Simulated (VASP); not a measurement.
Wanted: the native input for a VASP 6.6.1 run.

```
Task                   : single point
Functional             : PBE
Potentials or basis    : VASP PAW PBE potentials, release 64 (K_sv, Mg, Be)
Cutoff                 : 520 eV
k mesh                 : 6 × 6 × 6
Occupations            : gaussian, width 0.1 eV
Spin                   : no spin polarisation
Dipole correction      : no
Further INCAR settings : ALGO = Normal; EDIFF = 1e-07; NBANDS = 22
```

The structure of KMgBe6 lies in POSCAR:

```
KMgBe6
1.0
    3.4517749271      1.9928831834      2.2645651346
   -3.4517749271      1.9928831834      2.2645651346
    0.0000000000     -3.9857663666      2.2645651346
K Mg Be
1 1 6
Direct
    0.5000000000      0.5000000000      0.5000000000
    0.0000000000      0.0000000000      0.0000000000
    0.2650000000      0.2650000000      0.9260000000
    0.9260000000      0.2650000000      0.2650000000
    0.2650000000      0.9260000000      0.2650000000
    0.0740000000      0.7350000000      0.7350000000
    0.7350000000      0.7350000000      0.0740000000
    0.7350000000      0.0740000000      0.7350000000
```

These files were run (other wordings do the same):

INCAR

```
PREC = Accurate
ENCUT = 520
EDIFF = 1E-7
ISMEAR = 0
SIGMA = 0.1
LREAL = F
LASPH = T
NELM = 80
ALGO = Normal
ISIF = 2
LWAVE = F
LCHARG = T
GGA = PE
LELF = T
LVHAR = T
NBANDS = 22
```

KPOINTS

```
regular mesh
0
Gamma
  6 6 6
```

Potentials or basis: VASP PAW PBE potentials, release 64 (K_sv, Mg, Be).

Run with:

```bash
$ cat potpaw_PBE.64/K_sv/POTCAR potpaw_PBE.64/Mg/POTCAR potpaw_PBE.64/Be/POTCAR > POTCAR
$ mpirun -np 1 vasp_std > vasp.out
```

It gave:

```yaml
Pressure: 50.4 GPa
Largest_force: 7.873 eV/Å
Band_gap_on_the_k_mesh: zero (an odd number of electrons rules out a gap without spin polarisation)
```

Caveat: the cell stands under pressure; forces of over 1 eV/Å act on the atoms, so gaps and moduli don't describe the material at rest.

Run time: 58 s on 1 thread of Intel(R) Xeon(R) Platinum 8259CL CPU @ 2.50GHz (Skylake/Cascade Lake) (shared host), peak memory 0.24 GiB.
